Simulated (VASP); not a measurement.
Input of a VASP 6.6.1 run:

The input POSCAR:

```
SnTe
1.0
    0.0000000000      3.0936504351      3.0936504351
    3.0936504351      0.0000000000      3.0936504351
    3.0936504351      3.0936504351      0.0000000000
Sn Te
1 1
Direct
    0.0000000000      0.0000000000      0.0000000000
    0.5000000000      0.5000000000      0.5000000000
```

The input INCAR.step1:

```
SYSTEM = SnTe
PREC     = Accurate       ! precision mode
ENCUT    = 520            ! plane-wave cutoff, eV
ISMEAR   = -1             ! smearing method
SIGMA    = 0.02           ! smearing width, eV
LREAL    = .False.        ! projectors in reciprocal space
LASPH    = .True.         ! aspherical terms in the spheres
NELM     = 60             ! most SCF steps
NBANDS   = 17             ! bands
GGA      = PE             ! functional
ALGO     = Normal         ! electronic algorithm
EDIFF    = 1E-4           ! SCF threshold, eV
LWAVE    = .True.         ! write WAVECAR
LCHARG   = .False.        ! write CHGCAR
```

INCAR.step2

```
SYSTEM = SnTe
PREC     = Accurate       ! precision mode
ENCUT    = 520            ! plane-wave cutoff, eV
EDIFF    = 1E-6           ! SCF threshold, eV
ISMEAR   = -1             ! smearing method
SIGMA    = 0.02           ! smearing width, eV
LREAL    = .False.        ! projectors in reciprocal space
LASPH    = .True.         ! aspherical terms in the spheres
NELM     = 60             ! most SCF steps
ALGO     = Normal         ! electronic algorithm
ISIF     = 2              ! what is computed and relaxed
LWAVE    = .False.        ! write WAVECAR
LCHARG   = .True.         ! write CHGCAR
METAGGA  = R2SCAN         ! meta-GGA
LMIXTAU  = .True.       
LELF     = .True.         ! ELF
LVHAR    = .True.       
NBANDS   = 17             ! bands
ISTART   = 1
```

The input KPOINTS:

```
regular mesh
0
Gamma
  8 8 8
  0 0 0
```

Potentials or basis: VASP PAW PBE potentials, release 64 (Sn_d, Te).

Run with:

```console
$ cat potpaw_PBE.64/Sn_d/POTCAR potpaw_PBE.64/Te/POTCAR > POTCAR
$ cp INCAR.step1 INCAR
$ mpirun -np 1 vasp_std > vasp.out
$ cp INCAR.step2 INCAR
$ mpirun -np 1 vasp_std > vasp.out
```

Question: Estimate the pressure.

Answer: 4.7 GPa.

Question: Estimate the band gap on the k mesh.

Answer: 0.09 eV.

Caveat: the cell differs from its parent crystal (strain -3.0%); the cell stands under pressure; the PAW data sets were made with another functional, which shifts forces and pressure a little; spin-orbit coupling is left out, which moves the levels of the heavy elements. A k mesh can miss the band edges.
